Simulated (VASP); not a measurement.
# ZnSe (P4/nmm) in VASP: notebook

Runs on ZnSe. Level: LDA. Tasks: single point.

Program: VASP 6.6.1. These are calculated values, not measurements. Logs are shortened: lines on timing, memory, paths and dates and some standing lists are left out, and cuts for length are marked.

### 1 The cell of the first run

Symmetry: P4/nmm, No. 129, tetragonal system. Conventional cell: a = 3.788 Å, b = 3.788 Å, c = 4.999 Å, α = 90.00°, β = 90.00°, γ = 90.00°. Zn (site symmetry -4m2) has 4 Se at 2.25 Å and 4 Zn at 2.68 Å within 3.0 Å. Within 3.0 Å of Se (site symmetry 4mm) lie 4 Zn at 2.25 Å.

### 2 Single point, LDA (atoms shifted along a free coordinate)

INCAR reads:

```
PREC = Accurate
ENCUT = 520
EDIFF = 1E-6
ISMEAR = 0
SIGMA = 0.05
LREAL = False
LASPH = True
NELM = 100
ALGO = Normal
ISIF = 2
LWAVE = False
LCHARG = False
GGA = CA
NBANDS = 26
```

KPOINTS reads:

```
regular mesh
0
Gamma
  8 8 6
```

POSCAR reads:

```
ZnSe
1.0
    3.7875101274      0.0000000000      0.0000000000
    0.0000000000      3.7875101274      0.0000000000
    0.0000000000      0.0000000000      4.9987337378
Zn Se
2 2
Direct
    0.0000000000      0.0000000000      0.0000000000
    0.5000000000      0.5000000000      0.0000000000
    0.0000000000      0.5000000000      0.2419974579
    0.5000000000      0.0000000000      0.7580025421
```

Potentials or basis: VASP PAW LDA potentials, release 64 (Zn, Se).

Run with:

```sh
> cat potpaw_LDA.64/Zn/POTCAR potpaw_LDA.64/Se/POTCAR > POTCAR
> mpirun -np 1 vasp_std > vasp.out
```

OUTCAR:

```text
PREC = Accurate
   ENCUT = 520
   EDIFF = 1E-6
   ISMEAR = 0
   LREAL = False
   LASPH = True
   NELM = 100
   ISIF = 2
   GGA = CA

 ion  position               nearest neighbor table
   1  0.000  0.000  0.000-   3 2.25   4 2.25   3 2.25   4 2.25   2 2.68   2 2.68   2 2.68   2 2.68

   2  0.500  0.500  0.000-   3 2.25   4 2.25   4 2.25   3 2.25   1 2.68   1 2.68   1 2.68   1 2.68

   3  0.000  0.500  0.242-   1 2.25   2 2.25   1 2.25   2 2.25
   4  0.500  0.000  0.758-   1 2.25   2 2.25   2 2.25   1 2.25

  LATTYP: Found a simple tetragonal cell.
 ALAT       =     3.7875101274
 C/A-ratio  =     1.3197941575

  Lattice vectors:

 A1 = (   3.7875101274,   0.0000000000,   0.0000000000)
 A2 = (   0.0000000000,   3.7875101274,   0.0000000000)
 A3 = (   0.0000000000,   0.0000000000,   4.9987337378)

Analysis of symmetry for initial positions (statically):
=====================================================================
 Subroutine PRICEL returns:
 Original cell was already a primitive cell.

 Routine SETGRP: Setting up the symmetry group for a
 simple tetragonal supercell.

 Subroutine GETGRP returns: Found 16 space group operations
 (whereof  8 operations were pure point group operations)
 out of a pool of 16 trial point group operations.

The static configuration has the point symmetry D_2d.
 The point group associated with its full space group is D_4h.

Analysis of symmetry for dynamics (positions and initial velocities):
=====================================================================
 Subroutine PRICEL returns:
 Original cell was already a primitive cell.

 Routine SETGRP: Setting up the symmetry group for a
 simple tetragonal supercell.

 Subroutine GETGRP returns: Found 16 space group operations
 (whereof  8 operations were pure point group operations)
 out of a pool of 16 trial point group operations.

The dynamic configuration has the point symmetry D_2d.
 The point group associated with its full space group is D_4h.

 Subroutine INISYM returns: Found 16 space group operations
 (whereof  8 operations are pure point group operations),
 and found     1 'primitive' translations

----------------------------------------------------------------------------------------

                                     Primitive cell

  volume of cell :      71.7080

  direct lattice vectors                    reciprocal lattice vectors
     3.787510127  0.000000000  0.000000000     0.264025697  0.000000000  0.000000000
     0.000000000  3.787510127  0.000000000     0.000000000  0.264025697  0.000000000
     0.000000000  0.000000000  4.998733738     0.000000000  0.000000000  0.200050663

  length of vectors
     3.787510127  3.787510127  4.998733738     0.264025697  0.264025697  0.200050663

  position of ions in fractional coordinates (direct lattice)
     0.000000000  0.000000000  0.000000000
     0.500000000  0.500000000  0.000000000
     0.000000000  0.500000000  0.241997458
     0.500000000  0.000000000  0.758002542

  ion indices of the primitive-cell ions
   primitive index   ion index
                 1           1
                 2           2
                 3           3
                 4           4

----------------------------------------------------------------------------------------

 KPOINTS: regular mesh

Automatic generation of k-mesh.
 Grid dimensions read from file:
 generate k-points for:    8    8    6

 Generating k-lattice:

  Cartesian coordinates                     Fractional coordinates (reciprocal lattice)
     0.033003212  0.000000000  0.000000000     0.125000000  0.000000000  0.000000000
     0.000000000  0.033003212  0.000000000     0.000000000  0.125000000  0.000000000
     0.000000000  0.000000000  0.033341777     0.000000000  0.000000000  0.166666667

  Length of vectors
     0.033003212  0.033003212  0.033341777

  Shift w.r.t. Gamma in fractional coordinates (k-lattice)
     0.000000000  0.000000000  0.000000000

 Subroutine IBZKPT returns following result:
 ===========================================

 Found     60 irreducible k-points:

 Following reciprocal coordinates:
            Coordinates               Weight
  0.000000  0.000000  0.000000      1.000000
  0.125000  0.000000  0.000000      4.000000
  0.250000  0.000000  0.000000      4.000000
  0.375000  0.000000  0.000000      4.000000
  0.500000  0.000000  0.000000      2.000000
  0.125000  0.125000  0.000000      4.000000
[... 16 lines left out ...]
  0.375000  0.125000  0.166667     16.000000
  0.500000  0.125000  0.166667      8.000000
 [... further k-points ...]
   k-points           NKPTS =     60   k-points in BZ     NKDIM =     60   number of bands    NBANDS=     26
   number of dos      NEDOS =    301   number of ions     NIONS =      4
   total plane-waves  NPLWV =  31360
   dimension x,y,z NGX =    28 NGY =   28 NGZ =   40
   dimension x,y,z NGXF=    56 NGYF=   56 NGZF=   80
   ions per type =               2   2
   NGX,Y,Z   is equivalent  to a cutoff of  12.29, 12.29, 13.30 a.u.
   NGXF,Y,Z  is equivalent  to a cutoff of  24.58, 24.58, 26.61 a.u.
 SYSTEM =  unknown system
   PREC   = accura    normal or accurate (medium, high low for compatibility)
   ISTART =      0    job   : 0-new  1-cont  2-samecut
   ICHARG =      2    charge: 1-file 2-atom 10-const
   ISPIN  =      1    spin polarized calculation?
   LNONCOLLINEAR =      F non collinear calculations
   LSORBIT =      F    spin-orbit coupling
   LASPH  =      T    aspherical Exc in radial PAW
   ENCUT  =  520.0 eV  38.22 Ry    6.18 a.u.   7.04  7.04  9.29*2*pi/ulx,y,z
   NELM   =    100;   NELMIN=  2; NELMDL= -5     # of ELM steps
   EDIFF  = 0.1E-05   stopping-criterion for ELM
   LREAL  =      F    real-space projection
[... 7 lines left out ...]
   TEBEG  =    0.0;   TEEND  =   0.0 temperature during run
   PSTRESS=    0.0 pullay stress
   NELECT =      36.0000    total number of electrons
   NUPDOWN=      -1.0000    fix difference up-down
   EMIN   =  10.00;   EMAX   =-10.00  energy-range for DOS
   EFERMI =   0.00;   METHOD = LEGACY
   ISMEAR =     0;   SIGMA  =   0.05  broadening in eV -4-tet -1-fermi 0-gaus
   EFERMI_NEDOS =   21; number of points for ismear=-14 and -15
   IALGO  =     38    algorithm
   IMIX   =      4    mixing-type and parameters
     AMIX     =   0.40;   BMIX     =  1.00
     AMIX_MAG =   1.60;   BMIX_MAG =  1.00
  volume/ion in A,a.u.               =      17.93       120.98
  Fermi-wavevector in a.u.,A,eV,Ry     =   1.301127  2.458774 23.033742  1.692932
  Thomas-Fermi vector in A             =   2.432281
   LORBIT       =      0    0 simple, 1 ext, 2 COOP (PROOUT), +10 PAW based schemes
   GGA     = CA    functional components
   LHFCALC =     F    Hartree Fock is set to
   AEXX    =    0.0000 exact exchange contribution
   IVDW    =     0    specifies the selected vdW correction
   LEPSILON=     F    determine dielectric tensor
   LRPA    =     F    only Hartree local field effects (RPA)
 non-spin polarized calculation
 Gauss-broadening in eV      SIGMA  =   0.05
  energy-cutoff  :      520.00
  volume of cell :       71.71
 maximum number of plane-waves:      1952
   NGX = 15   NGY = 15   NGZ = 19

 number of electron      36.0000023 magnetization

 Free energy of the ion-electron system (eV)
  ---------------------------------------------------
  ext. energy  EPLUGINS =         0.00000000
  ---------------------------------------------------
  free energy    TOTEN  =       -12.12141231 eV

  energy without entropy =      -12.12141231  energy(sigma->0) =      -12.12141231

 E-fermi :   4.4137     XC(G=0): -10.6989

 val. band max:        4.1929242547   @ k =   0.0000   0.0000   0.0000
 cond. band min:       5.1233312174   @ k =   0.0000   0.0000   0.0000
 fundamental gap:      0.9304069627
 Fermi energy:         4.4136940995

 k-point     1 :       0.0000    0.0000    0.0000
  band No.  band energies     occupation
      1     -11.8295      2.00000
      2      -9.8007      2.00000
      3      -4.6950      2.00000
      4      -4.6928      2.00000
      5      -4.6459      2.00000
      6      -4.6459      2.00000
[... 18 lines left out ...]
     25      14.5115      0.00000
     26      14.5115      0.00000

 k-point     2 :       0.1250    0.0000    0.0000
  band No.  band energies     occupation
      1     -11.7194      2.00000
      2      -9.8140      2.00000
      3      -4.7216      2.00000
      4      -4.6830      2.00000
      5      -4.5961      2.00000
      6      -4.5614      2.00000
[... 18 lines left out ...]
     25      12.9336      0.00000
     26      13.5077      0.00000

 k-point     3 :       0.2500    0.0000    0.0000
  band No.  band energies     occupation
      1     -11.4081      2.00000
      2      -9.8873      2.00000
      3      -4.7014      2.00000
      4      -4.6484      2.00000
      5      -4.4529      2.00000
      6      -4.4116      2.00000
[... 18 lines left out ...]
     25      11.7002      0.00000
     26      13.2518      0.00000

 k-point     4 :       0.3750    0.0000    0.0000
  band No.  band energies     occupation
      1     -10.9568      2.00000
      2     -10.0953      2.00000
      3      -4.6148      2.00000
      4      -4.5345      2.00000
      5      -4.3097      2.00000
      6      -4.2902      2.00000
[... 18 lines left out ...]
     25      11.4498      0.00000
     26      12.9008      0.00000
[... 496 lines left out ...]
      1     -11.2585      2.00000
      2      -9.9272      2.00000
      3      -4.8665      2.00000
      4      -4.4944      2.00000
      5      -4.4404      2.00000
      6      -4.3810      2.00000
[... 18 lines left out ...]
     25      11.1652      0.00000
     26      13.8633      0.00000

 k-point    23 :       0.3750    0.1250    0.1667
  band No.  band energies     occupation
      1     -10.8329      2.00000
      2     -10.0761      2.00000
      3      -4.8302      2.00000
      4      -4.4104      2.00000
      5      -4.3752      2.00000
      6      -4.3066      2.00000
[... 18 lines left out ...]
     25      12.0068      0.00000
     26      13.1628      0.00000

 k-point    24 :       0.5000    0.1250    0.1667
  band No.  band energies     occupation
      1     -10.3957      2.00000
      2     -10.3957      2.00000
      3      -4.6666      2.00000
      4      -4.6666      2.00000
      5      -4.2602      2.00000
      6      -4.2602      2.00000
[... 18 lines left out ...]
     25      12.8759      0.00000
     26      12.8759      0.00000

 [... further k-points ...]

------------------------ aborting loop because EDIFF is reached ----------------------------------------

  FORCE on cell =-STRESS in cart. coord.  units (eV):
  Direction    XX          YY          ZZ          XY          YZ          ZX
  --------------------------------------------------------------------------------------
  -------------------------------------------------------------------------------------
  Total       14.9082464     14.9082464     12.8576517      0.0000000      0.0000000      0.0000000
  in kB      333.0960909    333.0960909    287.2794945      0.0000000      0.0000000      0.0000000
  external PRESSURE =     317.8238921 kB  Pullay stress =       0.0000000 kB

 VOLUME and BASIS-vectors are now :
 -----------------------------------------------------------------------------
  energy-cutoff  :      520.00
  volume of cell :       71.71
      direct lattice vectors                 reciprocal lattice vectors
     3.787510127  0.000000000  0.000000000     0.264025697  0.000000000  0.000000000
     0.000000000  3.787510127  0.000000000     0.000000000  0.264025697  0.000000000
     0.000000000  0.000000000  4.998733738     0.000000000  0.000000000  0.200050663

 POSITION                                       TOTAL-FORCE (eV/Angst)
 -----------------------------------------------------------------------------------
      0.00000      0.00000      0.00000         0.000000     -0.000000      0.000000
      1.89376      1.89376      0.00000         0.000000      0.000000      0.000000
      0.00000      1.89376      1.20968         0.000000     -0.000000      5.273156
      1.89376      0.00000      3.78905        -0.000000      0.000000     -5.273156
 -----------------------------------------------------------------------------------
    total drift:                                0.000000      0.000000     -0.000000

  FREE ENERGIE OF THE ION-ELECTRON SYSTEM (eV)
  ---------------------------------------------------
  free  energy   TOTEN  =       -12.1214123082 eV

  energy  without entropy=      -12.1214123082  energy(sigma->0) =      -12.12141231
```

Wall time 84 s (1 thread of Intel Xeon Platinum 8259CL at 2.50GHz (Skylake/Cascade Lake), shared host); peak memory 0.22 GiB.

What came out:

```
Free energy            : -12.1214 eV
Pressure               : 31.8 GPa
Largest force          : 5.273 eV/Å
Band gap on the k mesh : 0.93 eV
```

Forces on the atoms (eV/Å):
```
Zn   0.000  0.000  0.000
Zn   0.000  0.000  0.000
Se   0.000  0.000  5.273
Se   0.000  0.000 -5.273
```

Caveat: the cell differs from its parent crystal (atoms shifted along a free coordinate); the cell stands under pressure; forces of over 1 eV/Å act on the atoms, so gaps and moduli don't describe the material at rest. A k mesh can miss the band edges.

[end of part 1 of 2]
